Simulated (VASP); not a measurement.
Input of a VASP 6.6.1 run:

Contents of POSCAR:

```
SiC
1.0
    5.3108750000      0.0000000000      0.0000000000
    0.0000000000      5.3108750000      0.0000000000
    0.0000000000      0.0000000000      7.9663130000
Si C
12 12
Direct
   -0.0203107774      0.0052456516     -0.0053280608
    0.0313577330     -0.0224205992      0.3316216674
   -0.0354322028     -0.0058478123      0.6657805185
   -0.0147889001      0.5076404547     -0.0176072670
   -0.0055002236      0.4944823593      0.3286547993
   -0.0172995975      0.4918940852      0.6524741119
    0.4988825758     -0.0075603361     -0.0285945330
    0.5105981594     -0.0032877821      0.3407966772
    0.4949399110      0.0017710829      0.6493857321
    0.5024296373      0.4955145809      0.0069291779
    0.5090217714      0.4896658272      0.3387800605
    0.5044321322      0.5232017323      0.6725504007
    0.3750973239      0.2089224469      0.1810038094
    0.3453771742      0.3652302116      0.5311507343
    0.2070018594      0.1161025255      0.8692846992
    0.1009319557      0.7497868054      0.1467051320
    0.2802958081      0.8671188834      0.4871906238
    0.2885878504      0.5838791160      0.8347502791
    0.8464718149      0.3426655683      0.1562813312
    0.8704164568      0.1725169581      0.4874773311
    0.6861308165      0.3168620990      0.8225535452
    0.6488838468      0.7894267894      0.1902147204
    0.7555747405      0.6598238520      0.5185373711
    0.7914289077      0.8137178902      0.8639649233
```

Contents of INCAR.step1:

```
PREC = Accurate ; ENCUT = 520
ISMEAR = -1 ; SIGMA = 0.026
LREAL = Auto ; LASPH = True
NELM = 60 ; NBANDS = 66
GGA = PE ; ALGO = Normal
EDIFF = 1E-4 ; LWAVE = True
LCHARG = False
```

File INCAR.step2:

```
PREC = Accurate ; ENCUT = 520
EDIFF = 1E-6 ; ISMEAR = -1
SIGMA = 0.026 ; LREAL = Auto
LASPH = True ; NELM = 60
ALGO = Normal ; ISIF = 2
LWAVE = False ; LCHARG = False
METAGGA = R2SCAN ; LMIXTAU = True
NBANDS = 66 ; ISTART = 1
```

KPOINTS

```
Automatic mesh
0
Gamma
  4 4 2
```

Potentials or basis: VASP PAW PBE potentials, release 64 (Si, C).

The run is started by

```sh
$ cat potpaw_PBE.64/Si/POTCAR potpaw_PBE.64/C/POTCAR > POTCAR
$ cp INCAR.step1 INCAR
$ mpirun -np 1 vasp_std > vasp.out
$ cp INCAR.step2 INCAR
$ mpirun -np 1 vasp_std > vasp.out
```

(1) What does it give for the pressure?

(2) Estimate the band gap on the k mesh.

Answers

(1) 10.4 GPa.

(2) zero (bands 48 and 49 overlap by 0.81 eV).

Caveat: the k points lie up to 0.39 Å⁻¹ apart, too coarse for converged energies and pressures of a metal; the atoms stand as in a frame of molecular dynamics; the structure was generated, so it needn't be the stable form of SiC; the PAW data sets were made with another functional, which shifts forces and pressure a little.
